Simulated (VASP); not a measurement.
Here is a VASP 6.6.1 calculation.

INCAR

```
  PREC = Accurate
  ENCUT = 520
  EDIFF = 1E-6
  ISMEAR = 0
  SIGMA = 0.1
  LREAL = F
  LASPH = T
  NELM = 60
  ALGO = Fast
  ISIF = 2
  LWAVE = F
  LCHARG = T
  GGA = PS
  LELF = T
  LVHAR = T
  NBANDS = 19
```

The input KPOINTS:

```
regular mesh
0
Gamma
  24 24 24
```

File POSCAR:

```
Zn
1.0
   -2.5402649937      2.5402649937      1.2450908796
    2.5402649937     -2.5402649937      1.2450908796
    2.5402649937      2.5402649937     -1.2450908796
Zn
2
Direct
    0.0000000000      0.0000000000      0.0000000000
    0.7500000000      0.2500000000      0.5000000000
```

Potentials or basis: VASP PAW PBE potentials, release 64 (Zn).

Launch:

```bash
$ cat potpaw_PBE.64/Zn/POTCAR > POTCAR
$ mpirun -np 1 vasp_std > vasp.out
```

**Question.** Predict the pressure.

**Answer.** 0.8 GPa.

**Question.** What does it give for the band gap on the k mesh?

**Answer.** Zero (bands 12 and 13 overlap by 7.23 eV).

Stress tensor (GPa, compression positive):
```
0.77 0.00 0.00
0.00 0.77 0.00
0.00 0.00 0.88
```

Caveat: the PAW data sets were made with another functional, which shifts forces and pressure a little.
